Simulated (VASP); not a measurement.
# Fe (P6_3/mmc) in VASP: further runs, part 2 of 2

VASP 6.6.1. The steps go on from the part before.

## 3. Single point, PBEsol, collinear spin, ferromagnetic start

INCAR reads:

```
SYSTEM = Fe
  PREC = Accurate
  ENCUT = 520
  EDIFF = 1E-6
  ISMEAR = -1
  SIGMA = 0.1
  LREAL = .FALSE.
  LASPH = .TRUE.
  NELM = 150
  ALGO = Normal
  ISIF = 2
  LWAVE = .FALSE.
  LCHARG = .FALSE.
  ISPIN = 2
  MAGMOM = 3 3
  LORBIT = 11
  LMAXMIX = 4
  GGA = PS
  NBANDS = 19
```

KPOINTS reads:

```
Automatic mesh
0
G
  14 14 8
  0 0 0
```

POSCAR reads:

```
Fe
1.0
    2.3470000000      0.0000000000      0.0000000000
   -1.1735000000      2.0325616227      0.0000000000
    0.0000000000      0.0000000000      3.7970000000
Fe
2
Direct
    0.3333333333      0.6666666667      0.2500000000
    0.6666666667      0.3333333333      0.7500000000
```

Potentials or basis: VASP PAW PBE potentials, release 64 (Fe).

Command:

```console
cat potpaw_PBE.64/Fe/POTCAR > POTCAR
mpirun -np 1 vasp_std > vasp.out
```

OUTCAR:

```text
SYSTEM = Fe
   PREC = Accurate
   ENCUT = 520
   EDIFF = 1E-6
   ISMEAR = -1
   LREAL = .FALSE.
   LASPH = .TRUE.
   NELM = 150
   ISIF = 2
   ISPIN = 2
   LORBIT = 11
   GGA = PS

 ion  position               nearest neighbor table
   1  0.333  0.667  0.250-   2 2.33   2 2.33   2 2.33   2 2.33   2 2.33   2 2.33
   2  0.667  0.333  0.750-   1 2.33   1 2.33   1 2.33   1 2.33   1 2.33   1 2.33

  LATTYP: Found a hexagonal cell.
 ALAT       =     2.3470000000
 C/A-ratio  =     1.6178099702

  Lattice vectors:

 A1 = (   2.3470000000,   0.0000000000,   0.0000000000)
 A2 = (  -1.1735000000,   2.0325616227,   0.0000000000)
 A3 = (   0.0000000000,   0.0000000000,   3.7970000000)

Analysis of symmetry for initial positions (statically):
=====================================================================
 Subroutine PRICEL returns:
 Original cell was already a primitive cell.

 Routine SETGRP: Setting up the symmetry group for a
 hexagonal supercell.

 Subroutine GETGRP returns: Found 24 space group operations
 (whereof 12 operations were pure point group operations)
 out of a pool of 24 trial point group operations.

The static configuration has the point symmetry D_3d.
 The point group associated with its full space group is D_6h.

Analysis of symmetry for dynamics (positions and initial velocities):
=====================================================================
 Subroutine PRICEL returns:
 Original cell was already a primitive cell.

 Routine SETGRP: Setting up the symmetry group for a
 hexagonal supercell.

 Subroutine GETGRP returns: Found 24 space group operations
 (whereof 12 operations were pure point group operations)
 out of a pool of 24 trial point group operations.

The dynamic configuration has the point symmetry D_3d.
 The point group associated with its full space group is D_6h.

Analysis of structural, dynamic, and magnetic symmetry:
=====================================================================
 Subroutine PRICEL returns:
 Original cell was already a primitive cell.

 Routine SETGRP: Setting up the symmetry group for a
 hexagonal supercell.

 Subroutine GETGRP returns: Found 24 space group operations
 (whereof 12 operations were pure point group operations)
 out of a pool of 24 trial point group operations.

The overall configuration has the point symmetry D_3d.
 The point group associated with its full space group is D_6h.

 Subroutine INISYM returns: Found 24 space group operations
 (whereof 12 operations are pure point group operations),
 and found     1 'primitive' translations

----------------------------------------------------------------------------------------

                                     Primitive cell

  volume of cell :      18.1133

  direct lattice vectors                    reciprocal lattice vectors
     2.347000000  0.000000000  0.000000000     0.426075841  0.245995002  0.000000000
    -1.173500000  2.032561623  0.000000000     0.000000000  0.491990004  0.000000000
     0.000000000  0.000000000  3.797000000     0.000000000  0.000000000  0.263365815

  length of vectors
     2.347000000  2.347000000  3.797000000     0.491990004  0.491990004  0.263365815

  position of ions in fractional coordinates (direct lattice)
     0.333333333  0.666666667  0.250000000
     0.666666667  0.333333333  0.750000000

  ion indices of the primitive-cell ions
   primitive index   ion index
[... 63 lines left out ...]
   NGXF,Y,Z  is equivalent  to a cutoff of  25.50, 25.50, 24.52 a.u.
 SYSTEM =  Fe
   PREC   = accura    normal or accurate (medium, high low for compatibility)
   ISTART =      0    job   : 0-new  1-cont  2-samecut
   ICHARG =      2    charge: 1-file 2-atom 10-const
   ISPIN  =      2    spin polarized calculation?
   LNONCOLLINEAR =      F non collinear calculations
   LSORBIT =      F    spin-orbit coupling
   LASPH  =      T    aspherical Exc in radial PAW
   ENCUT  =  520.0 eV  38.22 Ry    6.18 a.u.   4.36  4.36  7.06*2*pi/ulx,y,z
   NELM   =    150;   NELMIN=  2; NELMDL= -5     # of ELM steps
   EDIFF  = 0.1E-05   stopping-criterion for ELM
   LREAL  =      F    real-space projection
   EDIFFG = 0.1E-04   stopping-criterion for IOM
   NSW    =      0    number of steps for IOM
   IBRION =     -1    ionic relax: 0-MD 1-quasi-New 2-CG
   NFREE  =      0    steps in history (QN), initial steepest desc. (CG)
   ISIF   =      2    stress and relaxation
   ISYM   =      2    0-nonsym 1-usesym 2-fastsym
   POTIM  = 0.5000    time-step for ionic-motion
   TEBEG  =    0.0;   TEEND  =   0.0 temperature during run
   PSTRESS=    0.0 pullay stress
   NELECT =      16.0000    total number of electrons
   NUPDOWN=      -1.0000    fix difference up-down
   EMIN   =  10.00;   EMAX   =-10.00  energy-range for DOS
   EFERMI =   0.00;   METHOD = LEGACY
   ISMEAR =    -1;   SIGMA  =   0.10  broadening in eV -4-tet -1-fermi 0-gaus
   EFERMI_NEDOS =   21; number of points for ismear=-14 and -15
   IALGO  =     38    algorithm
   IMIX   =      4    mixing-type and parameters
     AMIX     =   0.40;   BMIX     =  1.00
     AMIX_MAG =   1.60;   BMIX_MAG =  1.00
  volume/ion in A,a.u.               =       9.06        61.12
  Fermi-wavevector in a.u.,A,eV,Ry     =   1.570781  2.968346 33.570383  2.467354
  Thomas-Fermi vector in A             =   2.672463
   LORBIT       =     11    0 simple, 1 ext, 2 COOP (PROOUT), +10 PAW based schemes
   GGA     = PS    functional components
   LHFCALC =     F    Hartree Fock is set to
   AEXX    =    0.0000 exact exchange contribution
   IVDW    =     0    specifies the selected vdW correction
   LEPSILON=     F    determine dielectric tensor
   LRPA    =     F    only Hartree local field effects (RPA)
 spin polarized calculation
  energy-cutoff  :      520.00
  volume of cell :       18.11
 maximum number of plane-waves:       513
 NGX is ok and might be reduce to    18
   NGX =  9   NGY =  9   NGZ = 15

 number of electron      15.9999993 magnetization       0.0001891

 number of electron      15.9999993 magnetization      -0.0001637

 Free energy of the ion-electron system (eV)
  ---------------------------------------------------
  ext. energy  EPLUGINS =         0.00000000
  ---------------------------------------------------
  free energy    TOTEN  =       -17.76486902 eV

  energy without entropy =      -17.68980369  energy(sigma->0) =      -17.72733636

 E-fermi :   8.1602     XC(G=0): -14.6571

 val. band max:        8.1553796070   @ k =   0.2143   0.0714   0.1250
 cond. band min:       8.1614711001   @ k =   0.0714  -0.0000   0.3750
 fundamental gap:      0.0060914931
 Fermi energy:         8.1601647346

 spin component 1

 k-point     1 :       0.0000    0.0000    0.0000
  band No.  band energies     occupation
      1      -1.4877      1.00000
      2       2.4507      1.00000
      3       6.1720      1.00000
      4       6.2085      1.00000
      5       6.2085      1.00000
      6       6.7284      1.00000
[... 517 lines left out ...]
     18      27.4474      0.00000
     19      28.8120      0.00000

 [... further k-points ...]

 spin component 2

 k-point     1 :       0.0000    0.0000    0.0000
  band No.  band energies     occupation
      1      -1.4877      1.00000
      2       2.4507      1.00000
      3       6.1719      1.00000
      4       6.2084      1.00000
      5       6.2084      1.00000
      6       6.7283      1.00000
[... 517 lines left out ...]
     18      27.4474      0.00000
     19      28.8119      0.00000

 [... further k-points ...]
[... 5 lines left out ...]
  --------------------------------------------------------------------------------------
  -------------------------------------------------------------------------------------
  Total        4.0032125      4.0032125      2.5124672      0.0000000      0.0000000      0.0000000
  in kB      354.0966544    354.0966544    222.2355749      0.0000000      0.0000000      0.0000000
  external PRESSURE =     310.1429613 kB  Pullay stress =       0.0000000 kB

 VOLUME and BASIS-vectors are now :
 -----------------------------------------------------------------------------
  energy-cutoff  :      520.00
  volume of cell :       18.11
      direct lattice vectors                 reciprocal lattice vectors
     2.347000000  0.000000000  0.000000000     0.426075841  0.245995002  0.000000000
    -1.173500000  2.032561623  0.000000000     0.000000000  0.491990004  0.000000000
     0.000000000  0.000000000  3.797000000     0.000000000  0.000000000  0.263365815

 POSITION                                       TOTAL-FORCE (eV/Angst)
 -----------------------------------------------------------------------------------
     -0.00000      1.35504      0.94925        -0.000000      0.000000      0.000000
      1.17350      0.67752      2.84775         0.000000     -0.000000      0.000000
 -----------------------------------------------------------------------------------
    total drift:                                0.000000     -0.000000     -0.000000

  FREE ENERGIE OF THE ION-ELECTRON SYSTEM (eV)
  ---------------------------------------------------
  free  energy   TOTEN  =       -17.7648690219 eV

  energy  without entropy=      -17.6898036940  energy(sigma->0) =      -17.72733636

 total charge

# of ion       s       p       d       tot
------------------------------------------
    1        0.603   0.774   6.476   7.852
    2        0.603   0.774   6.476   7.852
--------------------------------------------------
tot          1.206   1.547  12.951  15.705

 magnetization (x)

# of ion       s       p       d       tot
------------------------------------------
    1        0.000   0.000  -0.000  -0.000
    2        0.000   0.000  -0.000  -0.000
--------------------------------------------------
tot          0.000   0.000  -0.000  -0.000
```

OSZICAR:

```text
N       E                     dE             d eps       ncg     rms          rms(c)
DAV:   1     0.778670173818E+02    0.77867E+02   -0.74928E+03  9707   0.120E+03
DAV:   2    -0.150275262884E+02   -0.92895E+02   -0.82367E+02  9198   0.212E+02
DAV:   3    -0.187148576140E+02   -0.36873E+01   -0.35113E+01 10058   0.522E+01
DAV:   4    -0.187415086093E+02   -0.26651E-01   -0.26635E-01 10059   0.423E+00
DAV:   5    -0.187417551472E+02   -0.24654E-03   -0.24653E-03 10214   0.383E-01    0.247E+01
DAV:   6    -0.177009140385E+02    0.10408E+01   -0.50465E+00  9845   0.507E+01    0.264E+00
DAV:   7    -0.177753720369E+02   -0.74458E-01   -0.26101E-01 11263   0.708E+00    0.279E+00
DAV:   8    -0.177718454960E+02    0.35265E-02   -0.36820E-03 11308   0.109E+00    0.127E+00
DAV:   9    -0.177673376997E+02    0.45078E-02   -0.40119E-03 12845   0.119E+00    0.498E-01
DAV:  10    -0.177649665450E+02    0.23712E-02   -0.14110E-03 12534   0.517E-01    0.992E-02
DAV:  11    -0.177648702294E+02    0.96316E-04   -0.68731E-05 10988   0.793E-02    0.349E-02
DAV:  12    -0.177648721139E+02   -0.18845E-05   -0.86403E-06 12132   0.282E-02    0.916E-03
DAV:  13    -0.177648705768E+02    0.15371E-05   -0.51808E-07  6197   0.730E-03    0.415E-03
DAV:  14    -0.177648690244E+02    0.15524E-05   -0.22115E-07  5028   0.509E-03    0.167E-03
DAV:  15    -0.177648690219E+02    0.24847E-08   -0.49445E-08  4857   0.194E-03
   1 F= -.17764869E+02 E0= -.17727336E+02  d E =-.750653E-01  mag=     0.0000
```

Wall time 59 s (1 thread of Intel Xeon Platinum 8488C (Sapphire Rapids), shared host); peak memory 0.17 GiB.

Results:

```
Free energy                                           : -17.7649 eV
Pressure                                              : 31.0 GPa
Band gap on the k mesh                                : zero (filled and empty bands overlap)
Net moment                                            : 0.00 μB per cell
Valence electrons inside the program's atomic spheres : Fe 7.85
```

Levels at points of the mesh, in eV from the Fermi level:
Spin up:
```tsv
k point	band 4	band 5	band 6	band 7	band 8	band 9	band 10	band 11	band 12	band 13
(0.00, 0.00, 0.00)	-1.95	-1.95	-1.43	-1.43	-0.87	-0.87	0.25	0.85	0.85	9.69
(0.50, 0.00, 0.00)	-2.21	-2.19	-1.89	-1.35	1.08	1.24	1.32	3.16	5.63	12.20
(0.00, 0.00, 0.50)	-2.56	-2.04	-2.04	-2.04	-2.04	0.39	0.39	0.39	0.39	18.04
(0.50, 0.00, 0.50)	-3.81	-0.70	-0.70	0.15	0.15	1.23	1.23	2.83	2.83	10.54
```
Spin down:
| k point | band 5 | band 6 | band 7 | band 8 | band 9 | band 10 | band 11 | band 12 |
| --- | --- | --- | --- | --- | --- | --- | --- | --- |
| (0.00, 0.00, 0.00) | -1.95 | -1.43 | -1.43 | -0.87 | -0.87 | 0.25 | 0.85 | 0.85 |
| (0.50, 0.00, 0.00) | -2.19 | -1.89 | -1.35 | 1.08 | 1.24 | 1.32 | 3.16 | 5.63 |
| (0.00, 0.00, 0.50) | -2.04 | -2.04 | -2.04 | -2.04 | 0.39 | 0.39 | 0.39 | 0.39 |
| (0.50, 0.00, 0.50) | -0.70 | -0.70 | 0.15 | 0.15 | 1.23 | 1.23 | 2.83 | 2.83 |

Caveat: the starting moments collapsed, and a magnetic state may lie lower; the PAW data sets were made with another functional, which shifts forces and pressure a little.

## 4. Single point, PBEsol, collinear spin, ferromagnetic start

INCAR reads:

```
PREC     = Accurate       # precision mode
ENCUT    = 520            # plane-wave cutoff, eV
EDIFF    = 1E-6           # SCF threshold, eV
ISMEAR   = -1             # smearing method
SIGMA    = 0.1            # smearing width, eV
LREAL    = F              # projectors in reciprocal space
LASPH    = T              # aspherical terms in the spheres
NELM     = 150            # most SCF steps
ALGO     = Normal         # electronic algorithm
ISIF     = 2              # what is computed and relaxed
LWAVE    = F              # write WAVECAR
LCHARG   = F              # write CHGCAR
ISPIN    = 2              # spin polarisation
MAGMOM   = 3 3            # initial moments
LORBIT   = 11             # projections on sites
LMAXMIX  = 4              # l up to which the mixer works
GGA      = PS             # functional
NBANDS   = 19             # bands
```

KPOINTS reads:

```
regular mesh
0
Gamma
  14 14 8
```

POSCAR is that of step 3.

Command:

```console
cat potpaw_PBE.64/Fe/POTCAR > POTCAR
mpirun -np 1 vasp_std > vasp.out
```

It took 58 s on 1 thread of Intel Xeon Platinum 8488C (Sapphire Rapids), shared host; peak memory 0.17 GiB.

The run converged. Its results:

```yaml
Free_energy: -17.7649 eV
Pressure: 31.0 GPa
Band_gap_on_the_k_mesh: zero (filled and empty bands overlap)
Net_moment: 0.00 μB per cell
Valence_electrons_inside_the_program's_atomic_spheres: Fe 7.85
```

Stress tensor (GPa, compression positive):
```
35.41  0.00  0.00
 0.00 35.41  0.00
 0.00  0.00 22.22
```

Levels at points of the mesh, in eV from the Fermi level:
Spin up:
```
           k point  band 5  band 6  band 7  band 8  band 9  band 10  band 11  band 12
(0.00, 0.00, 0.00)   -1.95   -1.43   -1.43   -0.87   -0.87     0.25     0.85     0.85
(0.50, 0.00, 0.00)   -2.19   -1.89   -1.35    1.08    1.24     1.32     3.16     5.63
(0.00, 0.00, 0.50)   -2.04   -2.04   -2.04   -2.04    0.39     0.39     0.39     0.39
(0.50, 0.00, 0.50)   -0.70   -0.70    0.15    0.15    1.23     1.23     2.83     2.83
```
Spin down:
```csv
k point,band 6,band 7,band 8,band 9,band 10,band 11
"(0.00, 0.00, 0.00)",-1.43,-1.43,-0.87,-0.87,0.25,0.85
"(0.50, 0.00, 0.00)",-1.89,-1.35,1.08,1.24,1.32,3.16
"(0.00, 0.00, 0.50)",-2.04,-2.04,-2.04,0.39,0.39,0.39
"(0.50, 0.00, 0.50)",-0.70,0.15,0.15,1.23,1.23,2.83
```

Caveat: the starting moments collapsed, and a magnetic state may lie lower; the PAW data sets were made with another functional, which shifts forces and pressure a little.

## 5. Single point, PBEsol, collinear spin, antiferromagnetic start

INCAR reads:

```
PREC = Accurate
ENCUT = 520
EDIFF = 1E-6
ISMEAR = -1
SIGMA = 0.1
LREAL = F
LASPH = T
NELM = 150
ALGO = Normal
ISIF = 2
LWAVE = F
LCHARG = F
ISPIN = 2
MAGMOM = 3 -3
LORBIT = 11
LMAXMIX = 4
GGA = PS
NBANDS = 19
```

KPOINTS reads:

```
Automatic mesh
0
Gamma
  14 14 8
```

POSCAR is that of step 4.

Command:

```console
cat potpaw_PBE.64/Fe/POTCAR > POTCAR
mpirun -np 1 vasp_std > vasp.out
```

Wall time 58 s (1 thread of Intel Xeon Platinum 8488C (Sapphire Rapids), shared host); peak memory 0.17 GiB.

The run converged. Its results:

```
Free energy                                           : -17.7649 eV
Pressure                                              : 31.1 GPa
Band gap on the k mesh                                : zero (filled and empty bands overlap)
Net moment                                            : 0.00 μB per cell
Valence electrons inside the program's atomic spheres : Fe 7.85
```

Stress tensor (GPa, compression positive):
```
35.46  0.00  0.00
 0.00 35.46  0.00
 0.00  0.00 22.28
```

Levels at points of the mesh, in eV from the Fermi level:
Spin up:
| k point | band 4 | band 5 | band 6 | band 7 | band 8 | band 9 | band 10 | band 11 | band 12 | band 13 |
| --- | --- | --- | --- | --- | --- | --- | --- | --- | --- | --- |
| (0.00, 0.00, 0.00) | -1.95 | -1.95 | -1.43 | -1.43 | -0.87 | -0.87 | 0.25 | 0.85 | 0.85 | 9.69 |
| (0.50, 0.00, 0.00) | -2.21 | -2.19 | -1.89 | -1.35 | 1.08 | 1.24 | 1.32 | 3.16 | 5.63 | 12.20 |
| (0.00, 0.00, 0.50) | -2.56 | -2.04 | -2.04 | -2.04 | -2.04 | 0.39 | 0.39 | 0.39 | 0.39 | 18.04 |
| (0.50, 0.00, 0.50) | -3.81 | -0.70 | -0.70 | 0.15 | 0.15 | 1.23 | 1.23 | 2.83 | 2.83 | 10.54 |
Spin down:
| k point | band 4 | band 5 | band 6 | band 7 | band 8 | band 9 | band 10 | band 11 | band 12 | band 13 |
| --- | --- | --- | --- | --- | --- | --- | --- | --- | --- | --- |
| (0.00, 0.00, 0.00) | -1.95 | -1.95 | -1.43 | -1.43 | -0.87 | -0.87 | 0.25 | 0.85 | 0.85 | 9.69 |
| (0.50, 0.00, 0.00) | -2.21 | -2.19 | -1.89 | -1.35 | 1.08 | 1.24 | 1.32 | 3.16 | 5.63 | 12.20 |
| (0.00, 0.00, 0.50) | -2.56 | -2.04 | -2.04 | -2.04 | -2.04 | 0.39 | 0.39 | 0.39 | 0.39 | 18.04 |
| (0.50, 0.00, 0.50) | -3.81 | -0.70 | -0.70 | 0.15 | 0.15 | 1.23 | 1.23 | 2.83 | 2.83 | 10.54 |

Caveat: the starting moments collapsed, and a magnetic state may lie lower; the PAW data sets were made with another functional, which shifts forces and pressure a little.
